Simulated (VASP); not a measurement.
NiO, 2 atoms in the cell. It takes space group Fm-3m (No. 225, cubic). The conventional cell has a = 4.172 Å, b = 4.172 Å, c = 4.172 Å, α = 90.00°, β = 90.00°, γ = 90.00°. Ni (site symmetry m-3m) has 6 O at 2.09 Å within 2.8 Å. Within 2.8 Å of O (site symmetry m-3m) lie 6 Ni at 2.09 Å. 

```yaml
Program: VASP 6.6.1
Task: relaxation of cell and atoms
Functional: PBE exchange alone
Potentials_or_basis: VASP PAW PBE potentials, release 64 (Ni, O)
Cutoff: 600 eV
k_mesh: 11 × 11 × 11
Occupations: fermi-dirac, width 0.05 eV
Spin: collinear spin, ferromagnetic start
Starting_moments: "[1.0, 0.0] μB"
Dipole_correction: no
Further_INCAR_settings: ALGO = Normal; EDIFF = 1e-07; IBRION = 2; EDIFFG = -0.01; NSW = 60; ISIF = 3
```

Potentials or basis: VASP PAW PBE potentials, release 64 (Ni, O).

Run with:

```console
$ cat potpaw_PBE.64/Ni/POTCAR potpaw_PBE.64/O/POTCAR > POTCAR
$ mpirun -np 1 vasp_std > vasp.out
```

Hardware: 1 thread of AMD EPYC 7R13, on a shared host.

Question: Estimate the wall time of this run.

Answer: Run time: 4 min on 1 thread of AMD EPYC 7R13 (shared host), peak memory 0.14 GiB. Counts: scf iterations 68, k points 56, ion steps 5.
